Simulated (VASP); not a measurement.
# CaAl35N35 (a cell with a defect) in VASP: notebook

Runs on CaAl35N35 (a cell with a defect). Level: PBE. Tasks: single point.

All numbers are computed with VASP 6.6.1; they aren't measurements. Logs are shortened: lines on timing, memory, paths and dates and some standing lists are left out, and cuts for length are marked.

### 1 The cell of the first run

The cell holds a defect, 71 atoms: a = 9.389 Å, b = 9.389 Å, c = 10.035 Å, α = 90.00°, β = 90.00°, γ = 120.00°.

### 2 Single point, PBE

Contents of INCAR:

```
PREC = Accurate ; ENCUT = 520
EDIFF = 1E-7 ; ISMEAR = 0
SIGMA = 0.01 ; LREAL = Auto
LASPH = T ; NELM = 60
ALGO = Normal ; ISIF = 2
LWAVE = F ; LCHARG = T
GGA = PE ; LELF = T
LVHAR = T ; NBANDS = 186
```

Contents of KPOINTS:

```
Automatic mesh
0
Gamma
  1 1 1
  0.25 0.25 0.25
```

Contents of POSCAR:

```
CaAl35N35
1.0
    9.3892708701      0.0000000899      0.0000000000
   -4.6946355101      8.1313470499      0.0000000000
    0.0000000000      0.0000000000     10.0348065900
Al N Ca
35 35 1
Direct
    0.2226511810      0.1105234930      0.2495874780
    0.1040566763      0.2183823852      0.4984201792
    0.2233231984      0.1114279312      0.7484714331
    0.1087462074      0.2188441269      0.9994028974
    0.2136784063      0.4396274594      0.2389405300
    0.1036176934      0.5507029593      0.4983221539
    0.2227021075      0.4442617158      0.7569678967
    0.1086849251      0.5557732608      0.9993910181
    0.2226121988      0.7777731149      0.2494210416
    0.1115965153      0.8883621884      0.4995000700
    0.2233269449      0.7776263421      0.7483950815
    0.1109257494      0.8884071523      0.9992865517
    0.5536334213      0.1098549185      0.2500380463
    0.4482329353      0.2224868857      0.4998455716
    0.5554034159      0.1106684660      0.7493774939
    0.4438421504      0.2206139146      0.9994420269
    0.5580020444      0.4411847555      0.2483087059
    0.5559883242      0.4447326043      0.7537762558
    0.4446010963      0.5553989373      0.9990014531
    0.5585255859      0.7835892182      0.2480302590
    0.4487303365      0.8925811697      0.4996434987
    0.5561287007      0.7773343051      0.7539083332
    0.4437831316      0.8893798011      0.9993852722
    0.8856241388      0.1083792899      0.2499509765
    0.7751216305      0.2201915168      0.4987664496
    0.8881976058      0.1106733611      0.7488167163
    0.7768167094      0.2212811039      0.9990860736
    0.8854530525      0.4427842288      0.2496871488
    0.7780346775      0.5539220140      0.4994219810
    0.8880983363      0.4430631538      0.7488577822
    0.7788905076      0.5558294880      0.9992427961
    0.8888622961      0.7772142905      0.2497034037
    0.7784660405      0.8902951600      0.4992503911
    0.8892721217      0.7774400911      0.7488490822
    0.7790639985      0.8890234516      0.9991922131
    0.2231274436      0.1142443355      0.4406528654
    0.1077669051      0.2174813051      0.1900611602
    0.2212449233      0.1106385199      0.9391029857
    0.1125033072      0.2242201322      0.6892110802
    0.1077172893      0.5554565108      0.1899325527
    0.2183289980      0.4423657508      0.9473232024
    0.1123917251      0.5534531236      0.6891053812
    0.2233439496      0.7745175160      0.4405155899
    0.1115185848      0.8883716115      0.1905600364
    0.2212029760      0.7769954015      0.9390586067
    0.1123381437      0.8887418443      0.6892534107
    0.5539772015      0.1105461757      0.4399563008
    0.4424375679      0.2191599870      0.1882327948
    0.5551649779      0.1108901485      0.9392716576
    0.4453852924      0.2225623879      0.6909143730
    0.5686091655      0.4325061139      0.4325789784
    0.4415196525      0.5537971589      0.1972344144
    0.5563817710      0.4432180174      0.9450413183
    0.4438808753      0.5547432884      0.7130448713
    0.5699596177      0.8047361887      0.4319912100
    0.4423910102      0.8889042910      0.1881048382
    0.5565024380      0.7799251666      0.9451633622
    0.4454177703      0.8882339645      0.6908297217
    0.8889298501      0.1122963058      0.4397198193
    0.7764796978      0.2207466601      0.1898474266
    0.8882867475      0.1110130218      0.9389922941
    0.7775580068      0.2213013207      0.6892840559
    0.8881895542      0.4421118499      0.4394025667
    0.7797740466      0.5565648696      0.1881016030
    0.8881587230      0.4434936697      0.9390244496
    0.7785022960      0.5549223851      0.6906534233
    0.8902469517      0.7780427720      0.4403964508
    0.7801932387      0.8887145413      0.1880411043
    0.8893640639      0.7778238632      0.9391344576
    0.7785197633      0.8886870105      0.6907114801
    0.4246047582      0.5467904597      0.4898531657
```

Potentials or basis: VASP PAW PBE potentials, release 64 (Al, N, Ca_sv).

Run with:

```bash
cat potpaw_PBE.64/Al/POTCAR potpaw_PBE.64/N/POTCAR potpaw_PBE.64/Ca_sv/POTCAR > POTCAR
mpirun -np 1 vasp_std > vasp.out
```

OUTCAR:

```text
PREC = Accurate
   ENCUT = 520
   EDIFF = 1E-7
   ISMEAR = 0
   LREAL = Auto
   LASPH = T
   NELM = 60
   ISIF = 2
   GGA = PE

 ion  position               nearest neighbor table
   1  0.223  0.111  0.250-  48 1.89  37 1.90  44 1.90  36 1.92  16 3.09  10 3.09   4 3.09  12 3.09
                             2 3.10  14 3.11  13 3.11   9 3.12  17 3.13  32 3.13   5 3.13  24 3.15
   2  0.104  0.218  0.498-  59 1.85  36 1.91  39 1.92  71 3.05  24 3.06  26 3.07  33 3.07  25 3.10
                             1 3.10   3 3.11   6 3.12  10 3.13   5 3.16   7 3.18  14 3.21
   3  0.223  0.111  0.748-  50 1.90  46 1.91  38 1.91  39 1.91  10 3.09  16 3.09  14 3.09   4 3.10
                            12 3.10   2 3.11  15 3.12  18 3.13   7 3.13  11 3.13  34 3.14  26 3.14
   4  0.109  0.219  0.999-  41 1.89  61 1.89  38 1.89  37 1.91   5 3.00   7 3.05  26 3.09   1 3.09
                            35 3.10   3 3.10  24 3.10  12 3.11  27 3.13  16 3.14  19 3.16   8 3.16
   5  0.214  0.440  0.239-  40 1.87  37 1.87  52 1.90   4 3.00   8 3.00  71 3.05  19 3.05  24 3.10
                            28 3.10   1 3.13   9 3.14   6 3.16   2 3.16  17 3.23  20 3.24
   6  0.104  0.551  0.498-  63 1.85  43 1.91  42 1.92  71 3.03  28 3.06  30 3.06  29 3.07  25 3.09
                             9 3.11  11 3.12   2 3.12  10 3.13   5 3.16   7 3.18  21 3.23
   7  0.223  0.444  0.757-  54 1.85  42 1.91  41 1.91  39 1.91  19 3.03   4 3.05   8 3.05  18 3.13
                            11 3.13  22 3.13   3 3.13  30 3.14  26 3.14  71 3.14   6 3.18   2 3.18
   8  0.109  0.556  0.999-  41 1.89  65 1.89  45 1.90  40 1.91   5 3.00   7 3.05  30 3.09   9 3.09
                            31 3.10  11 3.10  28 3.10  12 3.11  27 3.13  23 3.14  19 3.16   4 3.16
   9  0.223  0.778  0.249-  56 1.89  44 1.90  40 1.90  43 1.92  23 3.09  10 3.09   8 3.09  12 3.09
[... 86 lines left out ...]
  69  0.889  0.778  0.939-  35 1.90  12 1.90  31 1.90  34 1.91
  70  0.779  0.889  0.691-  26 1.90  34 1.90  22 1.92  33 1.92
  71  0.425  0.547  0.490-  55 2.18  51 2.18  54 2.25   6 3.03   5 3.05   2 3.05  20 3.10  17 3.11
                            21 3.14   7 3.14  14 3.16  22 3.25  18 3.26

  LATTYP: Found a hexagonal cell.
 ALAT       =     9.3892708701
 C/A-ratio  =     1.0687524866

  Lattice vectors:

 A1 = (   9.3892708701,   0.0000000899,   0.0000000000)
 A2 = (  -4.6946355101,   8.1313470499,   0.0000000000)
 A3 = (   0.0000000000,   0.0000000000,  10.0348065900)

Analysis of symmetry for initial positions (statically):
=====================================================================
 Subroutine PRICEL returns:
 Original cell was already a primitive cell.

 Routine SETGRP: Setting up the symmetry group for a
 hexagonal supercell.

 Subroutine GETGRP returns: Found  1 space group operations
 (whereof  1 operations were pure point group operations)
 out of a pool of 24 trial point group operations.

The static configuration has the point symmetry C_1 .

Analysis of symmetry for dynamics (positions and initial velocities):
=====================================================================
 Subroutine PRICEL returns:
 Original cell was already a primitive cell.

 Routine SETGRP: Setting up the symmetry group for a
 hexagonal supercell.

 Subroutine GETGRP returns: Found  1 space group operations
 (whereof  1 operations were pure point group operations)
 out of a pool of 24 trial point group operations.

The dynamic configuration has the point symmetry C_1 .

 Subroutine INISYM returns: Found  1 space group operations
 (whereof  1 operations are pure point group operations),
 and found     1 'primitive' translations

----------------------------------------------------------------------------------------

                                     Primitive cell

  volume of cell :     766.1316

  direct lattice vectors                    reciprocal lattice vectors
     9.389270870  0.000000090  0.000000000     0.106504542  0.061490427  0.000000000
    -4.694635510  8.131347050  0.000000000    -0.000000001  0.122980853  0.000000000
     0.000000000  0.000000000 10.034806590     0.000000000  0.000000000  0.099653141
[... 173 lines left out ...]
 ===========================================

 Found      6 irreducible k-points:

 Following reciprocal coordinates:
            Coordinates               Weight
  0.250000  0.250000  0.250000      2.000000
 -0.250000  0.500000  0.250000      2.000000
  0.500000  0.250000  0.250000      2.000000
 -0.250000 -0.250000  0.250000      2.000000
  0.250000  0.500000  0.250000      2.000000
  0.500000 -0.250000  0.250000      2.000000
   k-points           NKPTS =      6   k-points in BZ     NKDIM =      6   number of bands    NBANDS=    186
   number of dos      NEDOS =    301   number of ions     NIONS =     71
   total plane-waves  NPLWV = 392000
   dimension x,y,z NGX =    70 NGY =   70 NGZ =   80
   dimension x,y,z NGXF=   140 NGYF=  140 NGZF=  160
   ions per type =              35  35   1
   NGX,Y,Z   is equivalent  to a cutoff of  12.39, 12.39, 13.25 a.u.
   NGXF,Y,Z  is equivalent  to a cutoff of  24.79, 24.79, 26.51 a.u.
 SYSTEM =  unknown system
   PREC   = accura    normal or accurate (medium, high low for compatibility)
   ISTART =      0    job   : 0-new  1-cont  2-samecut
   ICHARG =      2    charge: 1-file 2-atom 10-const
   ISPIN  =      1    spin polarized calculation?
   LNONCOLLINEAR =      F non collinear calculations
   LSORBIT =      F    spin-orbit coupling
   LASPH  =      T    aspherical Exc in radial PAW
   ENCUT  =  520.0 eV  38.22 Ry    6.18 a.u.  17.46 17.46 18.66*2*pi/ulx,y,z
   NELM   =     60;   NELMIN=  2; NELMDL= -5     # of ELM steps
   EDIFF  = 0.1E-06   stopping-criterion for ELM
   LREAL  =      T    real-space projection
   EDIFFG = 0.1E-05   stopping-criterion for IOM
   NSW    =      0    number of steps for IOM
   IBRION =     -1    ionic relax: 0-MD 1-quasi-New 2-CG
   NFREE  =      0    steps in history (QN), initial steepest desc. (CG)
   ISIF   =      2    stress and relaxation
   ISYM   =      2    0-nonsym 1-usesym 2-fastsym
   POTIM  = 0.5000    time-step for ionic-motion
   TEBEG  =    0.0;   TEEND  =   0.0 temperature during run
   PSTRESS=    0.0 pullay stress
   NELECT =     290.0000    total number of electrons
   NUPDOWN=      -1.0000    fix difference up-down
   EMIN   =  10.00;   EMAX   =-10.00  energy-range for DOS
   EFERMI =   0.00;   METHOD = LEGACY
   ISMEAR =     0;   SIGMA  =   0.01  broadening in eV -4-tet -1-fermi 0-gaus
   EFERMI_NEDOS =   21; number of points for ismear=-14 and -15
   IALGO  =     38    algorithm
   IMIX   =      4    mixing-type and parameters
     AMIX     =   0.40;   BMIX     =  1.00
     AMIX_MAG =   1.60;   BMIX_MAG =  1.00
  volume/ion in A,a.u.               =      10.79        72.82
  Fermi-wavevector in a.u.,A,eV,Ry     =   1.184240  2.237889 19.081140  1.402424
  Thomas-Fermi vector in A             =   2.320458
   LORBIT       =      0    0 simple, 1 ext, 2 COOP (PROOUT), +10 PAW based schemes
   GGA     = PE    functional components
   LHFCALC =     F    Hartree Fock is set to
   AEXX    =    0.0000 exact exchange contribution
   IVDW    =     0    specifies the selected vdW correction
   LEPSILON=     F    determine dielectric tensor
   LRPA    =     F    only Hartree local field effects (RPA)
 non-spin polarized calculation
 Gauss-broadening in eV      SIGMA  =   0.01
  energy-cutoff  :      520.00
  volume of cell :      766.13
 maximum number of plane-waves:     20622
 NGX is ok and might be reduce to    70
   NGX = 35   NGY = 35   NGZ = 37

 number of electron     289.9999987 magnetization

 Free energy of the ion-electron system (eV)
  ---------------------------------------------------
  ext. energy  EPLUGINS =         0.00000000
  ---------------------------------------------------
  free energy    TOTEN  =      -520.95386153 eV

  energy without entropy =     -520.95386153  energy(sigma->0) =     -520.95386153

 E-fermi :   6.8165     XC(G=0): -10.8116

 val. band max:        6.6963711023   @ k =   0.2500   0.5000   0.2500
 cond. band min:       9.4455768717   @ k =   0.2500   0.5000   0.2500
 fundamental gap:      2.7492057694
 Fermi energy:         6.8165281909

 k-point     1 :       0.2500    0.2500    0.2500
  band No.  band energies     occupation
      1     -31.3723      2.00000
      2     -12.7356      2.00000
      3     -12.6917      2.00000
      4     -12.6373      2.00000
      5      -8.8969      2.00000
      6      -8.6092      2.00000
[... 949 lines left out ...]
    156      11.6925      0.00000
    157      11.8115      0.00000
 [bands above 157 left out]

------------------------ aborting loop because EDIFF is reached ----------------------------------------

  FORCE on cell =-STRESS in cart. coord.  units (eV):
  Direction    XX          YY          ZZ          XY          YZ          ZX
  --------------------------------------------------------------------------------------
  -------------------------------------------------------------------------------------
  Total       11.2428863      8.5568460      9.0926247      1.0009711      0.7788876      1.6196638
  in kB       23.5117539     17.8945560     19.0150063      2.0932869      1.6288534      3.3871318
  external PRESSURE =      20.1404387 kB  Pullay stress =       0.0000000 kB

 VOLUME and BASIS-vectors are now :
 -----------------------------------------------------------------------------
  energy-cutoff  :      520.00
  volume of cell :      766.13
      direct lattice vectors                 reciprocal lattice vectors
     9.389270870  0.000000090  0.000000000     0.106504542  0.061490427  0.000000000
    -4.694635510  8.131347050  0.000000000    -0.000000001  0.122980853  0.000000000
     0.000000000  0.000000000 10.034806590     0.000000000  0.000000000  0.099653141

 POSITION                                       TOTAL-FORCE (eV/Angst)
 -----------------------------------------------------------------------------------
      1.57166      0.89870      2.50456         0.024954     -0.019325      0.012547
     -0.04821      1.77574      5.00155         0.013410      0.034138      0.010979
      1.57373      0.90606      7.51077         0.032827     -0.014281     -0.005159
     -0.00635      1.77950     10.02881        -0.027634      0.012782      0.006538
     -0.05761      3.57476      2.39772         0.014881     -0.006286     -0.011602
     -1.61246      4.47796      5.00057        -0.015572      0.022509     -0.022874
[... 63 lines left out ...]
      3.13767      7.22622      6.93116        -0.039167      0.024575     -0.018636
      1.41975      4.44614      4.91558        -0.051706     -0.083760      0.018715
 -----------------------------------------------------------------------------------
    total drift:                               -0.000500     -0.006524      0.018480

  FREE ENERGIE OF THE ION-ELECTRON SYSTEM (eV)
  ---------------------------------------------------
  free  energy   TOTEN  =      -520.9538615271 eV

  energy  without entropy=     -520.9538615271  energy(sigma->0) =     -520.95386153
```

Wall time 37 min (1 thread of Intel Xeon Platinum 8259CL at 2.50GHz (Skylake/Cascade Lake), shared host); peak memory 1.1 GiB.

Results:

- Free energy: -520.9539 eV
- Pressure: 2.0 GPa
- Largest force: 0.120 eV/Å
- Band gap on the k mesh: 2.75 eV

Forces in eV/Å, atoms in the order of the input:
```
Al   0.025 -0.019  0.013
Al   0.013  0.034  0.011
Al   0.033 -0.014 -0.005
Al  -0.028  0.013  0.007
Al   0.015 -0.006 -0.012
Al  -0.016  0.023 -0.023
Al   0.027 -0.019  0.009
Al  -0.025  0.011  0.000
Al   0.030 -0.020  0.018
Al   0.020  0.036 -0.030
Al   0.029 -0.012 -0.003
Al  -0.025  0.016  0.004
Al   0.027 -0.013  0.008
Al  -0.019  0.027 -0.018
Al   0.027 -0.013  0.006
Al  -0.024  0.017  0.001
Al   0.034 -0.014  0.006
Al   0.035 -0.016 -0.002
Al  -0.030  0.017  0.010
Al   0.023 -0.022 -0.017
Al  -0.066  0.008  0.004
Al   0.028 -0.018  0.010
Al  -0.021  0.011  0.003
Al   0.025 -0.007 -0.010
Al  -0.033  0.032  0.001
Al   0.021 -0.010  0.007
Al  -0.026  0.010  0.001
Al   0.025 -0.009  0.007
Al  -0.027 -0.009 -0.025
Al   0.024 -0.017 -0.001
Al  -0.028  0.010 -0.002
Al   0.021 -0.018  0.004
Al   0.022 -0.011  0.025
Al   0.030 -0.017 -0.004
Al  -0.026  0.013  0.007
N    0.011 -0.036  0.010
N   -0.028  0.021  0.000
N    0.038 -0.023  0.001
N   -0.034  0.022 -0.009
N   -0.044  0.025  0.016
N    0.041 -0.019 -0.013
N   -0.027  0.016 -0.006
N   -0.005 -0.011  0.026
N   -0.035  0.021 -0.003
N    0.040 -0.026 -0.005
N   -0.040  0.020  0.005
N    0.026 -0.030 -0.003
N   -0.038  0.027 -0.002
N    0.039 -0.022 -0.006
N   -0.040  0.017  0.010
N    0.108 -0.051 -0.013
N   -0.029  0.012 -0.021
N    0.048 -0.030  0.007
N   -0.040  0.034  0.042
N    0.026  0.029 -0.022
N   -0.036  0.024  0.001
N    0.039 -0.022 -0.014
N   -0.034  0.021  0.001
N   -0.012 -0.004 -0.037
N   -0.036  0.023 -0.001
N    0.037 -0.015  0.002
N   -0.036  0.024 -0.006
N    0.029  0.002  0.008
N   -0.032  0.022  0.003
N    0.040 -0.015  0.005
N   -0.042  0.026  0.007
N    0.019 -0.003  0.006
N   -0.038  0.014  0.000
N    0.038 -0.022  0.000
N   -0.039  0.025 -0.019
Ca  -0.052 -0.084  0.019
```

Stress tensor (GPa, compression positive):
```
2.35 0.21 0.34
0.21 1.79 0.16
0.34 0.16 1.90
```

[end of part 1 of 3]
